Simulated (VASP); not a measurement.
Runs of VASP 6.6.1 on Si3As. The structure is that of space group Im-3m (No. 229), or close to it. The cells are those of the table. 

```tsv
task	cell	k mesh	cutoff (eV)	gap on the mesh (eV)	pressure (GPa)	relaxed volume (Å³/atom)
single point	a = 4.461 Å, angles 109.5°, 4 atoms	4 × 4 × 4	520	none	0.1	-
single point	a = 4.735 Å, angles 109.5°, 4 atoms	4 × 4 × 4	520	none	-10.5	-
relaxation of cell and atoms	relaxed from a = 4.461 Å, angles 109.5°, 4 atoms	12 × 12 × 12	600	none	0.0	(a)
relaxation of cell and atoms	relaxed from a = 4.461 Å, angles 109.5°, 4 atoms	6 × 6 × 6	600	none	0.0	-
single point	a = 4.461 Å, angles 109.5°, 4 atoms	6 × 6 × 6	520	none	0.0	-
single point	a = 4.466 Å, angles 109.5°, 4 atoms	12 × 12 × 12	520	none	0.1	-
relaxation of cell and atoms	relaxed from a = 4.735 Å, angles 109.5°, 4 atoms	4 × 4 × 4	600	none	0.2	17.08
```

Alike in all rows: level PBE; potentials or basis VASP PAW PBE potentials, release 64 (Si, As); no spin polarisation; smearing gaussian 0.1 eV.

**Question.** Estimate the missing entries.

**Answer.** (a) 17.16.

Caveats: some runs use coarse meshes; the relaxation stopped at its first step, so nothing moved (some runs); the volume moved by over 15 % at a fixed basis, so the end points are rough (some runs).

A k mesh can miss the band edges, and the runs leave out spin-orbit coupling on As.

A gap of «none» marks levels without a gap at the run's occupations.
